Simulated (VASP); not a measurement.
Wanted: the native input for a VASP 6.6.1 run.

* Task: single point
* Functional: LDA
* Potentials or basis: VASP PAW LDA potentials, release 64 (Cs_sv, Cd, Cl)
* Cutoff: 520 eV
* k mesh: 6 × 6 × 6
* Occupations: gaussian, width 0.05 eV
* Spin: no spin polarisation
* Dipole correction: no
* Further INCAR settings: ALGO = Normal; EDIFF = 1e-06; NBANDS = 29

The structure of CsCdCl3 lies in POSCAR:

```
CsCdCl3
1.0
    5.2000000000      0.0000000000      0.0000000000
    0.0000000000      5.2000000000      0.0000000000
    0.0000000000      0.0000000000      5.3560000000
Cs Cd Cl
1 1 3
Direct
    0.0000000000      0.0000000000      0.0000000000
    0.5000000000      0.5000000000      0.5000000000
    0.0000000000      0.5000000000      0.5000000000
    0.5000000000      0.0000000000      0.5000000000
    0.5000000000      0.5000000000      0.0000000000
```

This cell differs from its parent crystal: strain +0.000 along x and y, +0.030 along z.

These files were run (other wordings do the same):

INCAR

```
ALGO = Normal
EDIFF = 1E-6
ENCUT = 520
ISIF = 2
ISMEAR = 0
LASPH = True
LCHARG = False
LREAL = False
LWAVE = False
NBANDS = 29
NELM = 80
PREC = Accurate
SIGMA = 0.05
```

KPOINTS

```
k-points
0
Gamma
  6 6 6
```

Potentials or basis: VASP PAW LDA potentials, release 64 (Cs_sv, Cd, Cl).

Launch:

```sh
$ cat potpaw_LDA.64/Cs_sv/POTCAR potpaw_LDA.64/Cd/POTCAR potpaw_LDA.64/Cl/POTCAR > POTCAR
$ mpirun -np 1 vasp_std > vasp.out
```

It gave:

```json
{"Pressure": "-2.6 GPa", "Band gap on the k mesh": "1.44 eV (least direct gap 1.99 eV)"}
```

Caveat: the cell differs from its parent crystal (strain +0.000 along x and y, +0.030 along z); spin-orbit coupling is left out, which moves the levels of the heavy elements.

Run time: 70 s on 1 thread of AMD EPYC 9R45 96-Core Processor (Zen 5) (shared host), peak memory 0.27 GiB.
